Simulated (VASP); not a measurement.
KI: vibrations by perturbation theory with PBEsol

Crystal: KI.

```
K I
1.0
     0.00000    3.47897    3.47897
     3.47897    0.00000    3.47897
     3.47897    3.47897    0.00000
K I
1 1
Direct
  0.00000 0.00000 0.00000
  0.50000 0.50000 0.50000
```

```
Program                : VASP 6.6.1
Task                   : vibrations by perturbation theory
Functional             : PBEsol
Potentials or basis    : VASP PAW PBE potentials, release 64 (K_sv, I)
Cutoff                 : 520 eV
k mesh                 : 6 × 6 × 6
Occupations            : gaussian, width 0.01 eV
Spin                   : no spin polarisation
Dipole correction      : no
Further INCAR settings : ALGO = Normal; EDIFF = 1e-08; IBRION = 8; NSW = 1
```

```json
{
  "Highest phonon frequency at Γ, LO-TO splitting left out": "105 cm⁻¹"
}
```

Phonon frequencies in cm⁻¹ (negative: imaginary):
```csv
q point,frequencies
"(0.000, 0.000, 0.000)",0 0 0 105 105 105
```

Wall time 3.7 min on 1 thread of Intel(R) Xeon(R) Platinum 8259CL CPU @ 2.50GHz (Skylake/Cascade Lake) (shared host), peak memory 0.33 GiB.
